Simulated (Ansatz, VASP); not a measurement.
One calculation of Sb, two programs

```xyz
1
Lattice="3.1600 0.0000 0.0000 0.0000 3.1600 0.0000 0.0000 0.0000 3.1600" Properties=species:S:1:pos:R:3 pbc="T T T"
Sb    0.0000    0.0000    0.0000
```

Alike in both runs: task single point; functional PBE0; k mesh 4 × 4 × 4; occupations fermi-dirac, width 0.05 eV; no spin polarisation.

|  | VASP | Ansatz |
| --- | --- | --- |
| version | VASP 6.6.1 | Ansatz 0.2.0 |
| potentials or method | VASP PAW PBE potentials, release 64 (Sb) | Ansatz PAW |
| plane-wave cutoff (eV) | 520 | 420 |
| valence electrons in the cell | 5 | 15 |

Ansatz gave:

| Quantity | Value |
| --- | --- |
| gap on the k mesh at the Fermi level (eV) | none |
| pressure (GPa) | -5.7 |

Q: Estimate VASP's values.

A: gap on the k mesh at the Fermi level (eV): none; pressure (GPa): -6.6.

A gap of «none» marks a metal or a gap that the smearing closes. VASP's potentials hold 5 valence electrons a cell and Ansatz's 15, so a difference there can come from the potentials and not from the codes.

The k mesh is coarse, so the values compare programs but aren't converged. Neither program's run includes spin-orbit coupling.
